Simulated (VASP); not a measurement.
# Ge: single point with r2SCAN

**Experimental background.**

From “Electronic and optical properties of SixGe1-x-ySny alloys lattice-matched to Ge”, 2021, arxiv:2109.02782, for a bulk crystal of Ge at 293 K: band gap 0.666 eV (indirect).

Ge:

```
Ge
1.0
     0.00000    2.83750    2.83750
     2.83750    0.00000    2.83750
     2.83750    2.83750    0.00000
Ge
2
Direct
  0.00000 0.00000 0.00000
  0.25000 0.25000 0.25000
```

```yaml
Program: VASP 6.6.1
Task: single point
Functional: r2SCAN
Potentials_or_basis: VASP PAW PBE potentials, release 64 (Ge_d)
Cutoff: 520 eV
k_mesh: 12 × 12 × 12
Occupations: gaussian, width 0.02 eV
Spin: no spin polarisation
Dipole_correction: no
Further_INCAR_settings: ALGO = Normal; EDIFF = 1e-07; NBANDS = 21
```

```
Pressure               : 0.0 GPa
Band gap on the k mesh : 0.32 eV, direct
```

Levels at points of the mesh, in eV from the valence-band top:
| k point | band 10 | band 11 | band 12 | band 13 | band 14 | band 15 | band 16 | band 17 | band 18 | band 19 |
| --- | --- | --- | --- | --- | --- | --- | --- | --- | --- | --- |
| (0.00, 0.00, 0.00) | -25.21 | -13.23 | 0.00 | 0.00 | 0.00 | 0.32 | 2.71 | 2.71 | 2.71 | 7.04 |
| (0.50, 0.00, 0.00) | -25.19 | -11.06 | -7.82 | -1.47 | -1.47 | 0.41 | 3.99 | 3.99 | 7.65 | 11.15 |
| (0.50, 0.50, 0.00) | -25.17 | -9.18 | -9.18 | -3.19 | -3.19 | 0.98 | 0.98 | 10.03 | 10.03 | 12.25 |

Run time: 3.9 min on 1 thread of Intel(R) Xeon(R) Platinum 8259CL CPU @ 2.50GHz (Skylake/Cascade Lake), on a shared host, peak memory 0.2 GiB.

Measured gap of Ge: 0.666 eV (indirect; 293 K; “Electronic and optical properties of SixGe1-x-ySny alloys lattice-matched to Ge”, 2021, arxiv:2109.02782). This calculation gives 0.32 eV (-0.35 eV). 3 values of this kind are on record (0.666 to 0.807 eV); this one was drawn at random among those near their median. Spin-orbit coupling on Ge is left out. The value is that of r2SCAN on a finite k mesh, which can miss the band edges, without temperature or zero-point motion.

Caveat: the PAW data sets were made with another functional, which shifts forces and pressure a little.
